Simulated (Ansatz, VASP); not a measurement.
**One calculation of BP, two programs**

```
CELL_PARAMETERS angstrom
0.00000 2.29669 2.29669
2.29669 0.00000 2.29669
2.29669 2.29669 0.00000
ATOMIC_POSITIONS crystal
B 0.50000 0.50000 0.50000
P 0.75000 0.75000 0.75000
```

Alike in both runs: task single point; functional PBE; k mesh 10 × 10 × 10; occupations gaussian, width 0.02 eV; no spin polarisation.

```csv
,VASP,Ansatz
version,VASP 6.6.1,Ansatz 0.2.0
potentials or method,"VASP PAW PBE potentials, release 64 (B, P), cutoff 520 eV","scalar-relativistic, plane waves, PAW"
valence electrons in the cell,8,8
```

```tsv
	VASP	Ansatz	Ansatz less VASP
gap on the k mesh at the Fermi level (eV)	1.29	1.29	+0.003
least direct gap on the mesh (eV)	3.35	3.35	+0.003
pressure (GPa)	-4.7	-4.5	+0.20
```

With one functional, cell and mesh, what is left measures potentials, basis and numerics.
